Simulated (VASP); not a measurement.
# Ru (P6/mmm) in VASP: single point with PBEsol

Aim: the single point of Ru with PBEsol.

All numbers are computed with VASP 6.6.1; they aren't measurements. Logs are shortened: lines on timing, memory, paths and dates and some standing lists are left out, and cuts for length are marked.

## (1) The cell of the first run

The structure is hexagonal, space group P6/mmm (No. 191). Conventional cell: a = 2.314 Å, b = 2.314 Å, c = 2.156 Å, α = 90.00°, β = 90.00°, γ = 120.00°. Within 2.9 Å of Ru (site symmetry 6/mmm) lie 8 Ru at 2.16 to 2.31 Å.

This isn't the form of Ru at room conditions, which is hcp.

## (2) Single point, PBEsol

INCAR

```
SYSTEM = Ru
PREC = Accurate
ENCUT = 560
EDIFF = 1E-6
ISMEAR = -1
SIGMA = 0.05
LREAL = .FALSE.
LASPH = .TRUE.
NELM = 120
ALGO = Normal
ISIF = 2
LWAVE = .FALSE.
LCHARG = .FALSE.
GGA = PS
NBANDS = 14
GGA_COMPAT = .FALSE.
```

KPOINTS

```
regular mesh
0
G
  19 19 18
  0 0 0
```

POSCAR

```
Ru
1.0
    2.3138804158      0.0000000000      0.0000000000
   -1.1569402079      2.0038792214      0.0000000000
    0.0000000000      0.0000000000      2.1556381808
Ru
1
Direct
    0.0000000000      0.0000000000      0.0000000000
```

Potentials or basis: VASP PAW PBE potentials, release 64 (Ru_sv).

The run is started by

```sh
cat potpaw_PBE.64/Ru_sv/POTCAR > POTCAR
mpirun -np 1 vasp_std > vasp.out
```

OUTCAR:

```text
SYSTEM = Ru
   PREC = Accurate
   ENCUT = 560
   EDIFF = 1E-6
   ISMEAR = -1
   LREAL = .FALSE.
   LASPH = .TRUE.
   NELM = 120
   ISIF = 2
   GGA = PS

 ion  position               nearest neighbor table
   1  0.000  0.000  0.000-

  LATTYP: Found a hexagonal cell.
 ALAT       =     2.3138804158
 C/A-ratio  =     0.9316117489

  Lattice vectors:

 A1 = (   2.3138804158,   0.0000000000,   0.0000000000)
 A2 = (  -1.1569402079,   2.0038792214,   0.0000000000)
 A3 = (   0.0000000000,   0.0000000000,   2.1556381808)

Analysis of symmetry for initial positions (statically):
=====================================================================
 Subroutine PRICEL returns:
 Original cell was already a primitive cell.

 Routine SETGRP: Setting up the symmetry group for a
 hexagonal supercell.

 Subroutine GETGRP returns: Found 24 space group operations
 (whereof 24 operations were pure point group operations)
 out of a pool of 24 trial point group operations.

The static configuration has the point symmetry D_6h.

Analysis of symmetry for dynamics (positions and initial velocities):
=====================================================================
 Subroutine PRICEL returns:
 Original cell was already a primitive cell.

 Routine SETGRP: Setting up the symmetry group for a
 hexagonal supercell.

 Subroutine GETGRP returns: Found 24 space group operations
 (whereof 24 operations were pure point group operations)
 out of a pool of 24 trial point group operations.

The dynamic configuration has the point symmetry D_6h.

 Subroutine INISYM returns: Found 24 space group operations
 (whereof 24 operations are pure point group operations),
 and found     1 'primitive' translations

----------------------------------------------------------------------------------------

                                     Primitive cell

  volume of cell :       9.9951

  direct lattice vectors                    reciprocal lattice vectors
     2.313880416  0.000000000  0.000000000     0.432174452  0.249516036  0.000000000
    -1.156940208  2.003879221  0.000000000     0.000000000  0.499032072  0.000000000
     0.000000000  0.000000000  2.155638181     0.000000000  0.000000000  0.463899744

  length of vectors
     2.313880416  2.313880416  2.155638181     0.499032072  0.499032072  0.463899744

  position of ions in fractional coordinates (direct lattice)
     0.000000000  0.000000000  0.000000000

  ion indices of the primitive-cell ions
   primitive index   ion index
                 1           1

----------------------------------------------------------------------------------------

 KPOINTS: regular mesh

Automatic generation of k-mesh.
 Grid dimensions read from file:
 generate k-points for:   19   19   18

 Generating k-lattice:

  Cartesian coordinates                     Fractional coordinates (reciprocal lattice)
     0.022746024  0.013132423  0.000000000     0.052631579 -0.000000000  0.000000000
     0.000000000  0.026264846  0.000000000     0.000000000  0.052631579  0.000000000
     0.000000000  0.000000000  0.025772208     0.000000000  0.000000000  0.055555556

  Length of vectors
     0.026264846  0.026264846  0.025772208

  Shift w.r.t. Gamma in fractional coordinates (k-lattice)
     0.000000000  0.000000000  0.000000000

 Subroutine IBZKPT returns following result:
 ===========================================

 Found    400 irreducible k-points:

 Following reciprocal coordinates:
            Coordinates               Weight
  0.000000  0.000000  0.000000      1.000000
  0.052632  0.000000  0.000000      6.000000
  0.105263  0.000000  0.000000      6.000000
  0.157895  0.000000  0.000000      6.000000
  0.210526  0.000000  0.000000      6.000000
  0.263158  0.000000  0.000000      6.000000
[... 16 lines left out ...]
  0.263158  0.105263  0.000000     12.000000
  0.315789  0.105263  0.000000     12.000000
 [... further k-points ...]
   k-points           NKPTS =    400   k-points in BZ     NKDIM =    400   number of bands    NBANDS=     14
   number of dos      NEDOS =    301   number of ions     NIONS =      1
   total plane-waves  NPLWV =   5832
   dimension x,y,z NGX =    18 NGY =   18 NGZ =   18
   dimension x,y,z NGXF=    36 NGYF=   36 NGZF=   36
   ions per type =               1
   NGX,Y,Z   is equivalent  to a cutoff of  12.93, 12.93, 13.88 a.u.
   NGXF,Y,Z  is equivalent  to a cutoff of  25.87, 25.87, 27.76 a.u.
 SYSTEM =  Ru
   PREC   = accura    normal or accurate (medium, high low for compatibility)
   ISTART =      0    job   : 0-new  1-cont  2-samecut
   ICHARG =      2    charge: 1-file 2-atom 10-const
   ISPIN  =      1    spin polarized calculation?
   LNONCOLLINEAR =      F non collinear calculations
   LSORBIT =      F    spin-orbit coupling
   LASPH  =      T    aspherical Exc in radial PAW
   ENCUT  =  560.0 eV  41.16 Ry    6.42 a.u.   4.46  4.46  4.16*2*pi/ulx,y,z
   NELM   =    120;   NELMIN=  2; NELMDL= -5     # of ELM steps
   EDIFF  = 0.1E-05   stopping-criterion for ELM
   LREAL  =      F    real-space projection
   EDIFFG = 0.1E-04   stopping-criterion for IOM
   NSW    =      0    number of steps for IOM
   IBRION =     -1    ionic relax: 0-MD 1-quasi-New 2-CG
   NFREE  =      0    steps in history (QN), initial steepest desc. (CG)
   ISIF   =      2    stress and relaxation
   ISYM   =      2    0-nonsym 1-usesym 2-fastsym
   POTIM  = 0.5000    time-step for ionic-motion
   TEBEG  =    0.0;   TEEND  =   0.0 temperature during run
   PSTRESS=    0.0 pullay stress
   NELECT =      16.0000    total number of electrons
   NUPDOWN=      -1.0000    fix difference up-down
   EMIN   =  10.00;   EMAX   =-10.00  energy-range for DOS
   EFERMI =   0.00;   METHOD = LEGACY
   ISMEAR =    -1;   SIGMA  =   0.05  broadening in eV -4-tet -1-fermi 0-gaus
   EFERMI_NEDOS =   21; number of points for ismear=-14 and -15
   IALGO  =     38    algorithm
   IMIX   =      4    mixing-type and parameters
     AMIX     =   0.40;   BMIX     =  1.00
     AMIX_MAG =   1.60;   BMIX_MAG =  1.00
  volume/ion in A,a.u.               =      10.00        67.45
  Fermi-wavevector in a.u.,A,eV,Ry     =   1.915073  3.618964 49.899441  3.667505
  Thomas-Fermi vector in A             =   2.950846
   LORBIT       =      0    0 simple, 1 ext, 2 COOP (PROOUT), +10 PAW based schemes
   GGA     = PS    functional components
   LHFCALC =     F    Hartree Fock is set to
   AEXX    =    0.0000 exact exchange contribution
   IVDW    =     0    specifies the selected vdW correction
   LEPSILON=     F    determine dielectric tensor
   LRPA    =     F    only Hartree local field effects (RPA)
 non-spin polarized calculation
  energy-cutoff  :      560.00
  volume of cell :       10.00
 maximum number of plane-waves:       332
 NGX is ok and might be reduce to    18
   NGX =  9   NGY =  9   NGZ =  9

 number of electron      16.0000004 magnetization

 Free energy of the ion-electron system (eV)
  ---------------------------------------------------
  ext. energy  EPLUGINS =         0.00000000
  ---------------------------------------------------
  free energy    TOTEN  =        -6.91139376 eV

  energy without entropy =       -6.90591260  energy(sigma->0) =       -6.90865318

 E-fermi :  22.5057     XC(G=0): -16.3217

 val. band max:       22.4998742944   @ k =   0.3158   0.2632   0.2778
 cond. band min:      22.5293063769   @ k =   0.2632   0.0526   0.2222
 fundamental gap:      0.0294320825
 Fermi energy:        22.5057236236

 k-point     1 :       0.0000    0.0000    0.0000
  band No.  band energies     occupation
      1     -51.8349      2.00000
      2     -19.9855      2.00000
      3     -19.9855      2.00000
      4     -19.7894      2.00000
      5      12.6654      2.00000
      6      13.2204      2.00000
      7      18.1753      2.00000
      8      18.1753      2.00000
      9      25.9834      0.00000
     10      25.9834      0.00000
     11      36.6471      0.00000
     12      42.7042      0.00000
     13      48.8730      0.00000
     14      48.8730      0.00000

 k-point     2 :       0.0526    0.0000    0.0000
  band No.  band energies     occupation
      1     -51.8174      2.00000
      2     -20.0818      2.00000
      3     -20.0064      2.00000
      4     -19.7792      2.00000
      5      12.8554      2.00000
      6      13.2761      2.00000
      7      18.0126      2.00000
      8      18.3311      2.00000
      9      25.7957      0.00000
     10      25.9524      0.00000
     11      37.0411      0.00000
     12      43.0261      0.00000
     13      47.9918      0.00000
     14      48.5675      0.00000

 k-point     3 :       0.1053    0.0000    0.0000
  band No.  band energies     occupation
      1     -51.7665      2.00000
      2     -20.3566      2.00000
      3     -20.0668      2.00000
      4     -19.7498      2.00000
      5      13.3513      2.00000
      6      13.4682      2.00000
      7      17.6101      2.00000
      8      18.7921      2.00000
      9      25.2827      0.00000
     10      25.8633      0.00000
     11      38.1379      0.00000
     12      43.9282      0.00000
     13      46.1924      0.00000
     14      47.7751      0.00000

 k-point     4 :       0.1579    0.0000    0.0000
  band No.  band energies     occupation
      1     -51.6871      2.00000
      2     -20.7710      2.00000
      3     -20.1590      2.00000
      4     -19.7041      2.00000
      5      13.6714      2.00000
      6      14.0775      2.00000
      7      17.2414      2.00000
      8      19.5396      2.00000
      9      24.5625      0.00000
     10      25.7282      0.00000
     11      39.6706      0.00000
     12      44.3134      0.00000
     13      45.2472      0.00000
     14      46.7097      0.00000

 k-point     5 :       0.2105    0.0000    0.0000
  band No.  band energies     occupation
      1     -51.5869      2.00000
      2     -21.2709      2.00000
      3     -20.2722      2.00000
      4     -19.6469      2.00000
      5      13.9953      2.00000
      6      14.4204      2.00000
      7      17.4528      2.00000
      8      20.5405      2.00000
      9      23.7591      0.00000
     10      25.5637      0.00000
     11      40.7132      0.00000
[... 276 lines left out ...]
 k-point    22 :       0.2105    0.1053    0.0000
  band No.  band energies     occupation
      1     -51.4420      2.00000
      2     -21.8598      2.00000
      3     -20.5420      2.00000
      4     -19.5647      2.00000
      5      14.4716      2.00000
      6      14.9287      2.00000
      7      17.4023      2.00000
      8      22.8146      0.00414
      9      22.8846      0.00102
     10      25.1404      0.00000
     11      39.8505      0.00000
     12      41.7494      0.00000
     13      46.5448      0.00000
     14      48.9874      0.00000

 k-point    23 :       0.2632    0.1053    0.0000
  band No.  band energies     occupation
      1     -51.3381      2.00000
      2     -22.2953      2.00000
      3     -20.6905      2.00000
      4     -19.5064      2.00000
      5      14.3087      2.00000
      6      14.9453      2.00000
      7      18.7261      2.00000
      8      22.2786      1.97895
      9      24.3260      0.00000
     10      24.9175      0.00000
     11      38.3987      0.00000
     12      40.9824      0.00000
     13      46.2076      0.00000
     14      50.0440      0.00000

 k-point    24 :       0.3158    0.1053    0.0000
  band No.  band energies     occupation
      1     -51.2471      2.00000
      2     -22.6639      2.00000
      3     -20.8168      2.00000
      4     -19.4557      2.00000
      5      13.8644      2.00000
      6      15.2839      2.00000
      7      20.0926      2.00000
      8      21.7874      2.00000
      9      24.7295      0.00000
     10      25.7794      0.00000
     11      37.1692      0.00000
     12      39.9892      0.00000
     13      44.8897      0.00000
     14      50.4623      0.00000

 [... further k-points ...]

------------------------ aborting loop because EDIFF is reached ----------------------------------------

  FORCE on cell =-STRESS in cart. coord.  units (eV):
  Direction    XX          YY          ZZ          XY          YZ          ZX
  --------------------------------------------------------------------------------------
  -------------------------------------------------------------------------------------
  Total       14.9346353     14.9346353     14.9137529      0.0000000     -0.0000000     -0.0000000
  in kB     2393.9599777   2393.9599777   2390.6126031      0.0000000     -0.0000000     -0.0000000
  external PRESSURE =    2392.8441862 kB  Pullay stress =       0.0000000 kB

 VOLUME and BASIS-vectors are now :
 -----------------------------------------------------------------------------
  energy-cutoff  :      560.00
  volume of cell :       10.00
      direct lattice vectors                 reciprocal lattice vectors
     2.313880416  0.000000000  0.000000000     0.432174452  0.249516036  0.000000000
    -1.156940208  2.003879221  0.000000000     0.000000000  0.499032072  0.000000000
     0.000000000  0.000000000  2.155638181     0.000000000  0.000000000  0.463899744

 POSITION                                       TOTAL-FORCE (eV/Angst)
 -----------------------------------------------------------------------------------
      0.00000      0.00000      0.00000        -0.000000      0.000000      0.000000
 -----------------------------------------------------------------------------------
    total drift:                               -0.000000      0.000000      0.000000

  FREE ENERGIE OF THE ION-ELECTRON SYSTEM (eV)
  ---------------------------------------------------
  free  energy   TOTEN  =        -6.9113937643 eV

  energy  without entropy=       -6.9059125979  energy(sigma->0) =       -6.90865318
```

It took 37 s on 1 thread of Intel Xeon Platinum 8259CL at 2.50GHz (Skylake/Cascade Lake), shared host; peak memory 0.17 GiB.

What came out:

```yaml
Free_energy: -6.9114 eV
Pressure: 239.3 GPa
Band_gap_on_the_k_mesh: zero (bands 8 and 9 overlap by 6.30 eV)
```

Caveat: the cell stands under pressure; the PAW data sets were made with another functional, which shifts forces and pressure a little.

The gap in the log of VASP goes by the Fermi energy; the results here count the filled bands.